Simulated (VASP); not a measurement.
# RbCl (Fm-3m) in VASP: further runs

Runs on RbCl. Level: PBE. Tasks: single point.

Everything below comes from runs of VASP 6.6.1. Logs are shortened: lines on timing, memory, paths and dates and some standing lists are left out, and cuts for length are marked.

## 1. The cell of the first run

Symmetry: Fm-3m, No. 225, cubic system. Conventional cell: a = 6.562 Å, b = 6.562 Å, c = 6.562 Å, α = 90.00°, β = 90.00°, γ = 90.00°. Within 4.3 Å of Rb (site symmetry m-3m) lie 6 Cl at 3.28 Å. Within 4.3 Å of Cl (site symmetry m-3m) lie 6 Rb at 3.28 Å.

## 2. Single point, PBE (volume scaled by 0.94)

INCAR

```
SYSTEM = RbCl
PREC = Accurate ; ENCUT = 500
EDIFF = 1E-6 ; ISMEAR = 0
SIGMA = 0.02 ; LREAL = .False.
LASPH = .True. ; NELM = 120
ALGO = Normal ; ISIF = 2
LWAVE = .False. ; LCHARG = .True.
GGA = PE ; LELF = .True.
LVHAR = .True. ; NBANDS = 15
GGA_COMPAT = .False.
```

KPOINTS

```
regular mesh
0
Gamma
  6 6 6
  0 0 0
```

POSCAR

```
RbCl
1.0
    0.0000000000      3.2807574037      3.2807574037
    3.2807574037      0.0000000000      3.2807574037
    3.2807574037      3.2807574037      0.0000000000
Rb Cl
1 1
Direct
    0.0000000000      0.0000000000      0.0000000000
    0.5000000000      0.5000000000      0.5000000000
```

Potentials or basis: VASP PAW PBE potentials, release 64 (Rb_sv, Cl).

Command:

```bash
$ cat potpaw_PBE.64/Rb_sv/POTCAR potpaw_PBE.64/Cl/POTCAR > POTCAR
$ mpirun -np 1 vasp_std > vasp.out
```

OUTCAR:

```text
SYSTEM = RbCl
   PREC = Accurate
   ENCUT = 500
   EDIFF = 1E-6
   ISMEAR = 0
   LREAL = .False.
   LASPH = .True.
   NELM = 120
   ISIF = 2
   GGA = PE

 ion  position               nearest neighbor table
   1  0.000  0.000  0.000-   2 3.28   2 3.28   2 3.28   2 3.28   2 3.28   2 3.28
   2  0.500  0.500  0.500-   1 3.28   1 3.28   1 3.28   1 3.28   1 3.28   1 3.28

  LATTYP: Found a face centered cubic cell.
 ALAT       =     6.5615148074

  Lattice vectors:

 A1 = (   0.0000000000,   3.2807574037,   3.2807574037)
 A2 = (   3.2807574037,   0.0000000000,   3.2807574037)
 A3 = (   3.2807574037,   3.2807574037,   0.0000000000)

Analysis of symmetry for initial positions (statically):
=====================================================================
 Subroutine PRICEL returns:
 Original cell was already a primitive cell.

 Routine SETGRP: Setting up the symmetry group for a
 face centered cubic supercell.

 Subroutine GETGRP returns: Found 48 space group operations
 (whereof 48 operations were pure point group operations)
 out of a pool of 48 trial point group operations.

The static configuration has the point symmetry O_h .

Analysis of symmetry for dynamics (positions and initial velocities):
=====================================================================
 Subroutine PRICEL returns:
 Original cell was already a primitive cell.

 Routine SETGRP: Setting up the symmetry group for a
 face centered cubic supercell.

 Subroutine GETGRP returns: Found 48 space group operations
 (whereof 48 operations were pure point group operations)
 out of a pool of 48 trial point group operations.

The dynamic configuration has the point symmetry O_h .

 Subroutine INISYM returns: Found 48 space group operations
 (whereof 48 operations are pure point group operations),
 and found     1 'primitive' translations

----------------------------------------------------------------------------------------

                                     Primitive cell

  volume of cell :      70.6240

  direct lattice vectors                    reciprocal lattice vectors
     0.000000000  3.280757404  3.280757404    -0.152403832  0.152403832  0.152403832
     3.280757404  0.000000000  3.280757404     0.152403832 -0.152403832  0.152403832
     3.280757404  3.280757404  0.000000000     0.152403832  0.152403832 -0.152403832

  length of vectors
     4.639691615  4.639691615  4.639691615     0.263971180  0.263971180  0.263971180

  position of ions in fractional coordinates (direct lattice)
     0.000000000  0.000000000  0.000000000
     0.500000000  0.500000000  0.500000000

  ion indices of the primitive-cell ions
   primitive index   ion index
                 1           1
                 2           2

----------------------------------------------------------------------------------------

 KPOINTS: regular mesh

Automatic generation of k-mesh.
 Grid dimensions read from file:
 generate k-points for:    6    6    6

 Generating k-lattice:

  Cartesian coordinates                     Fractional coordinates (reciprocal lattice)
    -0.025400639  0.025400639  0.025400639     0.166666667  0.000000000  0.000000000
     0.025400639 -0.025400639  0.025400639     0.000000000  0.166666667  0.000000000
     0.025400639  0.025400639 -0.025400639     0.000000000  0.000000000  0.166666667

  Length of vectors
     0.043995197  0.043995197  0.043995197

  Shift w.r.t. Gamma in fractional coordinates (k-lattice)
     0.000000000  0.000000000  0.000000000

 Subroutine IBZKPT returns following result:
 ===========================================

 Found     16 irreducible k-points:

 Following reciprocal coordinates:
            Coordinates               Weight
  0.000000  0.000000  0.000000      1.000000
  0.166667  0.000000  0.000000      8.000000
  0.333333  0.000000  0.000000      8.000000
  0.500000  0.000000  0.000000      4.000000
  0.166667  0.166667  0.000000      6.000000
  0.333333  0.166667  0.000000     24.000000
[... 8 lines left out ...]
 -0.333333  0.333333  0.166667     24.000000
 -0.333333  0.500000  0.166667     12.000000
   k-points           NKPTS =     16   k-points in BZ     NKDIM =     16   number of bands    NBANDS=     15
   number of dos      NEDOS =    301   number of ions     NIONS =      2
   total plane-waves  NPLWV =  46656
   dimension x,y,z NGX =    36 NGY =   36 NGZ =   36
   dimension x,y,z NGXF=    72 NGYF=   72 NGZF=   72
   ions per type =               1   1
   NGX,Y,Z   is equivalent  to a cutoff of  12.90, 12.90, 12.90 a.u.
   NGXF,Y,Z  is equivalent  to a cutoff of  25.80, 25.80, 25.80 a.u.
 SYSTEM =  RbCl
   PREC   = accura    normal or accurate (medium, high low for compatibility)
   ISTART =      0    job   : 0-new  1-cont  2-samecut
   ICHARG =      2    charge: 1-file 2-atom 10-const
   ISPIN  =      1    spin polarized calculation?
   LNONCOLLINEAR =      F non collinear calculations
   LSORBIT =      F    spin-orbit coupling
   LASPH  =      T    aspherical Exc in radial PAW
   ENCUT  =  500.0 eV  36.75 Ry    6.06 a.u.   8.46  8.46  8.46*2*pi/ulx,y,z
   NELM   =    120;   NELMIN=  2; NELMDL= -5     # of ELM steps
   EDIFF  = 0.1E-05   stopping-criterion for ELM
   LREAL  =      F    real-space projection
[... 7 lines left out ...]
   TEBEG  =    0.0;   TEEND  =   0.0 temperature during run
   PSTRESS=    0.0 pullay stress
   NELECT =      16.0000    total number of electrons
   NUPDOWN=      -1.0000    fix difference up-down
   EMIN   =  10.00;   EMAX   =-10.00  energy-range for DOS
   EFERMI =   0.00;   METHOD = LEGACY
   ISMEAR =     0;   SIGMA  =   0.02  broadening in eV -4-tet -1-fermi 0-gaus
   EFERMI_NEDOS =   21; number of points for ismear=-14 and -15
   IALGO  =     38    algorithm
   IMIX   =      4    mixing-type and parameters
     AMIX     =   0.40;   BMIX     =  1.00
     AMIX_MAG =   1.60;   BMIX_MAG =  1.00
  volume/ion in A,a.u.               =      35.31       238.30
  Fermi-wavevector in a.u.,A,eV,Ry     =   0.998000  1.885947 13.551468  0.996005
  Thomas-Fermi vector in A             =   2.130194
   LORBIT       =      0    0 simple, 1 ext, 2 COOP (PROOUT), +10 PAW based schemes
   GGA     = PE    functional components
   LHFCALC =     F    Hartree Fock is set to
   AEXX    =    0.0000 exact exchange contribution
   IVDW    =     0    specifies the selected vdW correction
   LEPSILON=     F    determine dielectric tensor
   LRPA    =     F    only Hartree local field effects (RPA)
 non-spin polarized calculation
 Gauss-broadening in eV      SIGMA  =   0.02
  energy-cutoff  :      500.00
  volume of cell :       70.62
 maximum number of plane-waves:      1820
 NGX is ok and might be reduce to    36
   NGX = 17   NGY = 17   NGZ = 17

 number of electron      16.0000001 magnetization

 Free energy of the ion-electron system (eV)
  ---------------------------------------------------
  ext. energy  EPLUGINS =         0.00000000
  ---------------------------------------------------
  free energy    TOTEN  =        -6.66119180 eV

  energy without entropy =       -6.66119180  energy(sigma->0) =       -6.66119180

 E-fermi :  -1.6708     XC(G=0):  -7.3883

 val. band max:       -1.8440044180   @ k =   0.0000   0.0000   0.0000
 cond. band min:       3.1827005202   @ k =   0.0000   0.0000   0.0000
 fundamental gap:      5.0267049381
 Fermi energy:        -1.6707806794

 k-point     1 :       0.0000    0.0000    0.0000
  band No.  band energies     occupation
      1     -25.7451      2.00000
      2     -13.8503      2.00000
      3      -9.7939      2.00000
      4      -9.7939      2.00000
      5      -9.7939      2.00000
      6      -1.8440      2.00000
      7      -1.8440      2.00000
      8      -1.8440      2.00000
      9       3.1827      0.00000
     10       6.1558      0.00000
     11       6.1558      0.00000
     12       6.1558      0.00000
     13       7.1450      0.00000
     14       7.1450      0.00000
     15      10.2934      0.00000

 k-point     2 :       0.1667    0.0000    0.0000
  band No.  band energies     occupation
      1     -25.7409      2.00000
      2     -13.8668      2.00000
      3      -9.7971      2.00000
      4      -9.7971      2.00000
      5      -9.7866      2.00000
      6      -2.1040      2.00000
      7      -1.9357      2.00000
      8      -1.9357      2.00000
      9       3.8086      0.00000
     10       5.9866      0.00000
     11       6.5038      0.00000
     12       6.5038      0.00000
     13       7.5579      0.00000
     14       7.5579      0.00000
     15      11.3588      0.00000

 k-point     3 :       0.3333    0.0000    0.0000
  band No.  band energies     occupation
      1     -25.7326      2.00000
      2     -13.8996      2.00000
      3      -9.8033      2.00000
      4      -9.8033      2.00000
      5      -9.7723      2.00000
      6      -2.5339      2.00000
      7      -2.1086      2.00000
      8      -2.1086      2.00000
      9       5.1523      0.00000
     10       5.9883      0.00000
     11       7.4646      0.00000
     12       7.4646      0.00000
     13       8.6047      0.00000
     14       8.6047      0.00000
     15      11.0648      0.00000
[... 199 lines left out ...]
 k-point    15 :      -0.3333    0.3333    0.1667
  band No.  band energies     occupation
      1     -25.7248      2.00000
      2     -13.8561      2.00000
      3      -9.9375      2.00000
      4      -9.9299      2.00000
      5      -9.7833      2.00000
      6      -2.3942      2.00000
      7      -2.1170      2.00000
      8      -2.1091      2.00000
      9       5.8784      0.00000
     10       5.9437      0.00000
     11       7.7419      0.00000
     12       7.8275      0.00000
     13       9.2083      0.00000
     14       9.8167      0.00000
     15      10.2392      0.00000

 k-point    16 :      -0.3333    0.5000    0.1667
  band No.  band energies     occupation
      1     -25.7236      2.00000
      2     -13.8271      2.00000
      3     -10.0198      2.00000
      4      -9.9389      2.00000
      5      -9.8106      2.00000
      6      -2.2094      2.00000
      7      -2.1289      2.00000
      8      -2.0222      2.00000
      9       5.0650      0.00000
     10       6.7433      0.00000
     11       7.0107      0.00000
     12       8.0470      0.00000
     13       9.0435      0.00000
     14       9.9553      0.00000
     15      10.4842      0.00000

------------------------ aborting loop because EDIFF is reached ----------------------------------------

  FORCE on cell =-STRESS in cart. coord.  units (eV):
  Direction    XX          YY          ZZ          XY          YZ          ZX
  --------------------------------------------------------------------------------------
  -------------------------------------------------------------------------------------
  Total        0.4538810      0.4538810      0.4538810      0.0000000      0.0000000      0.0000000
  in kB       10.2967522     10.2967522     10.2967522      0.0000000      0.0000000      0.0000000
  external PRESSURE =      10.2967522 kB  Pullay stress =       0.0000000 kB

 VOLUME and BASIS-vectors are now :
 -----------------------------------------------------------------------------
  energy-cutoff  :      500.00
  volume of cell :       70.62
      direct lattice vectors                 reciprocal lattice vectors
     0.000000000  3.280757404  3.280757404    -0.152403832  0.152403832  0.152403832
     3.280757404  0.000000000  3.280757404     0.152403832 -0.152403832  0.152403832
     3.280757404  3.280757404  0.000000000     0.152403832  0.152403832 -0.152403832

 POSITION                                       TOTAL-FORCE (eV/Angst)
 -----------------------------------------------------------------------------------
      0.00000      0.00000      0.00000        -0.000000      0.000000     -0.000000
      3.28076      3.28076      3.28076         0.000000      0.000000      0.000000
 -----------------------------------------------------------------------------------
    total drift:                                0.000000      0.000000      0.000000

  FREE ENERGIE OF THE ION-ELECTRON SYSTEM (eV)
  ---------------------------------------------------
  free  energy   TOTEN  =        -6.6611917999 eV

  energy  without entropy=       -6.6611917999  energy(sigma->0) =       -6.66119180
```

It took 33 s on 1 thread of Intel Xeon 8259CL, shared host; peak memory 0.2 GiB.

Results:

```yaml
Free_energy: -6.6612 eV
Pressure: 1.0 GPa
Band_gap_on_the_k_mesh: 5.03 eV, direct
```

[end of part 1 of 2]
